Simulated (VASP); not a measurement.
A run of VASP 6.6.1 is set up as follows.

POSCAR

```
Nb
1.0
   -1.6187580177      1.6187580177      1.6187580177
    1.6187580177     -1.6187580177      1.6187580177
    1.6187580177      1.6187580177     -1.6187580177
Nb
1
Direct
    0.0000000000      0.0000000000      0.0000000000
```

INCAR.step1

```
PREC = Accurate
ENCUT = 520
ISMEAR = -1
SIGMA = 0.1
LREAL = F
LASPH = T
NELM = 100
NBANDS = 12
GGA = PE
ALGO = Normal
EDIFF = 1E-4
LWAVE = T
LCHARG = F
```

File INCAR.step2:

```
PREC = Accurate
ENCUT = 520
EDIFF = 1E-6
ISMEAR = -1
SIGMA = 0.1
LREAL = F
LASPH = T
NELM = 100
ALGO = Normal
ISIF = 2
LWAVE = F
LCHARG = T
METAGGA = R2SCAN
LMIXTAU = T
LELF = T
LVHAR = T
NBANDS = 12
ISTART = 1
```

The input KPOINTS:

```
regular mesh
0
Gamma
  18 18 18
```

Potentials or basis: VASP PAW PBE potentials, release 64 (Nb_sv).

Command:

```console
$ cat potpaw_PBE.64/Nb_sv/POTCAR > POTCAR
$ cp INCAR.step1 INCAR
$ mpirun -np 1 vasp_std > vasp.out
$ cp INCAR.step2 INCAR
$ mpirun -np 1 vasp_std > vasp.out
```

(1) Estimate the pressure.

(2) Estimate the band gap on the k mesh.

## Answers

(1) 11.8 GPa.

(2) zero (an odd number of electrons rules out a gap without spin polarisation).

Caveat: the cell stands under pressure; the PAW data sets were made with another functional, which shifts forces and pressure a little.
